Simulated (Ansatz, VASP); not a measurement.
One calculation of Lu, two programs

The input INCAR:

```
PREC     = Accurate       # precision mode
ENCUT    = 520            # plane-wave cutoff, eV
EDIFF    = 1E-7           # SCF threshold, eV
ISMEAR   = -1             # smearing method
SIGMA    = 0.05           # smearing width, eV
LREAL    = False          # projectors in reciprocal space
LASPH    = True           # aspherical terms in the spheres
NELM     = 60             # most SCF steps
ALGO     = Normal         # electronic algorithm
ISIF     = 2              # what is computed and relaxed
LWAVE    = False          # write WAVECAR
LCHARG   = False          # write CHGCAR
GGA      = PS             # functional
NBANDS   = 18             # bands
```

The input KPOINTS:

```
Automatic mesh
0
Gamma
  16 16 16
```

Contents of POSCAR:

```
Lu
1.0
   -1.5162378268      1.5162378268      1.5162378268
    1.5162378268     -1.5162378268      1.5162378268
    1.5162378268      1.5162378268     -1.5162378268
Lu
1
Direct
    0.0000000000      0.0000000000      0.0000000000
```

Input for Ansatz:

```yaml
crystal:
  lattice:
    - [-1.5162378268, 1.5162378268, 1.5162378268]
    - [1.5162378268, -1.5162378268, 1.5162378268]
    - [1.5162378268, 1.5162378268, -1.5162378268]
  atoms:
    - { symbol: Lu, position: [0.0, 0.0, 0.0] }
kpoints:
  mp_grid: { grid: [16, 16, 16] }
  band_path:
    path:
      - [0.0, 0.0, 0.0]
      - [0.5, -0.5, 0.5]
      - [0.0, 0.0, 0.5]
      - [0.0, 0.0, 0.0]
      - [0.25, 0.25, 0.25]
      - [0.5, -0.5, 0.5]
      - [0.25, 0.25, 0.25]
      - [0.0, 0.0, 0.5]
    npoints: 8
scf:
  occupations: { method: fermi_dirac, width: 0.05 }
hamiltonian:
  xc: pbesol
  pseudopotentials: { kind: all_electron, lapw: { basis_error: 0.001 } }
output:
  forces: true
  stress: true
  eigenvalues: true
  populations: true
  dos: { projected: true, de: 0.2, e_range: [-14, 8] }
```

Change from the starting cell: volume scaled by 0.5, LAPW.

Alike in both runs: task single point; functional PBEsol; k mesh 16 × 16 × 16; occupations fermi-dirac, width 0.05 eV; no spin polarisation.

|  | VASP | Ansatz |
| --- | --- | --- |
| version | VASP 6.6.1 | Ansatz 0.2.0 |
| potentials or method | VASP PAW PBE potentials, release 64 (Lu), cutoff 520 eV | all-electron LAPW, scalar-relativistic |

|  | VASP | Ansatz | Ansatz less VASP |
| --- | --- | --- | --- |
| pressure (GPa) | 102.8 | 99.8 | -3.00 |

VASP's potentials were made for PBE, not for PBEsol. Both programs put the cell under a high pressure, so it lies far from rest at this level. Ansatz ran all-electron here, and VASP with PAW potentials.

Neither program's run includes spin-orbit coupling. Noted on VASP's run: the cell as given lies far from equilibrium.
